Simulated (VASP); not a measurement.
Here is a VASP 6.6.1 calculation.

File INCAR:

```
SYSTEM = BP
ALGO = Normal
EDIFF = 1E-6
ENCUT = 500
GGA = PE
GGA_COMPAT = .False.
ISIF = 2
ISMEAR = 0
LASPH = .True.
LCHARG = .True.
LELF = .True.
LREAL = .False.
LVHAR = .True.
LWAVE = .False.
NBANDS = 11
NELM = 120
PREC = Accurate
SIGMA = 0.01
```

Contents of KPOINTS:

```
k-points
0
Gamma
  8 8 8
  0 0 0
```

Contents of POSCAR:

```
BP
1.0
    0.0000000000      2.2838854091      2.2838854091
    2.2838854091      0.0000000000      2.2838854091
    2.2838854091      2.2838854091      0.0000000000
B P
1 1
Direct
    0.0000000000      0.0000000000      0.0000000000
    0.7500000000      0.7500000000      0.7500000000
```

Potentials or basis: VASP PAW PBE potentials, release 64 (B, P).

The run is started by

```sh
$ cat potpaw_PBE.64/B/POTCAR potpaw_PBE.64/P/POTCAR > POTCAR
$ mpirun -np 1 vasp_std > vasp.out
```

(1) Predict the pressure.

(2) Estimate the band gap on the k mesh.

Results:

(1) -2.2 GPa.

(2) 1.29 eV (least direct gap 3.37 eV).
